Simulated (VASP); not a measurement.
In: single point with PBE

The system is In.

```
In
1.0
    -1.49606    1.49606    2.27603
     1.49606   -1.49606    2.27603
     1.49606    1.49606   -2.27603
In
1
Direct
  0.00000 0.00000 0.00000
```

This cell differs from its parent crystal: strain -0.080 along x and y, -0.080 along z.

| Quantity | Value |
| --- | --- |
| Program | VASP 6.6.1 |
| Task | single point |
| Functional | PBE |
| Potentials or basis | VASP PAW PBE potentials, release 64 (In_d) |
| Cutoff | 520 eV |
| k mesh | 20 × 20 × 20 |
| Occupations | gaussian, width 0.15 eV |
| Spin | no spin polarisation |
| Dipole correction | no |
| Further INCAR settings | ALGO = Fast; EDIFF = 1e-06; NBANDS = 12 |

```json
{
  "Pressure": "22.9 GPa"
}
```

Stress tensor (GPa, compression positive):
```
22.90  0.00  0.00
 0.00 22.90  0.00
 0.00  0.00 23.00
```

Levels at points of the mesh, in eV from the Fermi level:
```csv
k point,band 4,band 5,band 6,band 7,band 8,band 9
"(0.00, 0.00, 0.00)",-14.95,-14.77,-11.64,11.84,12.71,12.71
"(0.50, 0.00, 0.00)",-14.60,-14.53,-4.73,-4.53,8.91,11.05
"(0.50, 0.50, 0.00)",-14.56,-14.41,-2.93,-1.11,3.91,4.28
"(0.50, 0.50, 0.50)",-14.51,-14.51,-3.84,-2.74,5.27,5.27
```

It took 97 s on 1 thread of AMD EPYC 9R45 96-Core Processor (Zen 5), on a shared host, peak memory 0.23 GiB.

Caveat: the cell differs from its parent crystal (strain -0.080 along x and y, -0.080 along z); spin-orbit coupling is left out, which moves the levels of the heavy elements.
